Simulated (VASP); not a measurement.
Input of a VASP 6.6.1 run:

Contents of POSCAR:

```
InO
1.0
    3.4878102213      0.0000000000      0.0000000000
   -1.7439051107      3.0205322552      0.0000000000
    0.0000000000      0.0000000000     16.0343092340
In O
2 2
Direct
    0.6666666667      0.3333333333      0.4099790000
    0.6666666667      0.3333333333      0.5900210000
    0.0000000000      0.0000000000      0.3601330000
    0.0000000000      0.0000000000      0.6398670000
```

Contents of INCAR.step1:

```
PREC     = Accurate       # precision mode
ENCUT    = 520            # plane-wave cutoff, eV
ISMEAR   = -1             # smearing method
SIGMA    = 0.02           # smearing width, eV
LREAL    = F              # projectors in reciprocal space
LASPH    = T              # aspherical terms in the spheres
NELM     = 60             # most SCF steps
NBANDS   = 27             # bands
GGA      = PE             # functional
ALGO     = Normal         # electronic algorithm
EDIFF    = 1E-4           # SCF threshold, eV
LWAVE    = T              # write WAVECAR
LCHARG   = F              # write CHGCAR
```

File INCAR.step2:

```
PREC     = Accurate       # precision mode
ENCUT    = 520            # plane-wave cutoff, eV
EDIFF    = 1E-7           # SCF threshold, eV
ISMEAR   = -1             # smearing method
SIGMA    = 0.02           # smearing width, eV
LREAL    = F              # projectors in reciprocal space
LASPH    = T              # aspherical terms in the spheres
NELM     = 60             # most SCF steps
ALGO     = Normal         # electronic algorithm
ISIF     = 2              # what is computed and relaxed
LWAVE    = F              # write WAVECAR
LCHARG   = F              # write CHGCAR
METAGGA  = R2SCAN         # meta-GGA
LMIXTAU  = T            
NBANDS   = 27             # bands
ISTART   = 1
```

KPOINTS

```
regular mesh
0
Gamma
  11 11 3
```

Potentials or basis: VASP PAW PBE potentials, release 64 (In_d, O).

Launch:

```console
$ cat potpaw_PBE.64/In_d/POTCAR potpaw_PBE.64/O/POTCAR > POTCAR
$ cp INCAR.step1 INCAR
$ mpirun -np 1 vasp_std > vasp.out
$ cp INCAR.step2 INCAR
$ mpirun -np 1 vasp_std > vasp.out
```

Q: Predict the largest force.

A: 0.574 eV/Å.

Q: Predict the band gap on the k mesh.

A: 0.69 eV (least direct gap 1.34 eV).

Forces in eV/Å, atoms in the order of the input:
```
In   0.000  0.000 -0.310
In   0.000  0.000  0.310
O    0.000  0.000  0.574
O    0.000  0.000 -0.574
```

Caveat: there is no dipole correction, which matters where the two faces differ; the PAW data sets were made with another functional, which shifts forces and pressure a little; spin-orbit coupling is left out, which moves the levels of the heavy elements.
